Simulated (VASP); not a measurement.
Sn:

```
CELL_PARAMETERS angstrom
0.00000 3.23334 3.23334
3.23334 0.00000 3.23334
3.23334 3.23334 0.00000
ATOMIC_POSITIONS crystal
Sn 0.00000 0.00000 0.00000
Sn 0.25000 0.25000 0.25000
```

Base run:

```yaml
Program: VASP 6.6.1
Functional: RPBE
Potentials_or_basis: VASP PAW PBE potentials, release 64 (Sn_d)
Cutoff: 520 eV
k_mesh: 9 × 9 × 9
Occupations: fermi-dirac, width 0.1 eV
Spin: no spin polarisation
```

Its results: band gap on the k mesh zero (filled and empty bands touch); pressure 5.2 GPa.

Question: After a change of settings the same cell gave: band gap on the k mesh zero (band 14 reaches 6.28 eV, above the bottom of band 15 at 6.21 eV); pressure 6.5 GPa. Which change was it?
A. functional from RPBE to PBE; further incar settings from ALGO = Normal; EDIFF = 1e-06; NBANDS = 21 to ALGO = Normal; EDIFF = 1e-07; NBANDS = 21
B. functional from RPBE to r2SCAN
C. functional from RPBE to BLYP

Answer: C.

Caveats: the PAW data sets were made with another functional, which shifts forces and pressure a little; spin-orbit coupling is left out, which moves the levels of the heavy elements.
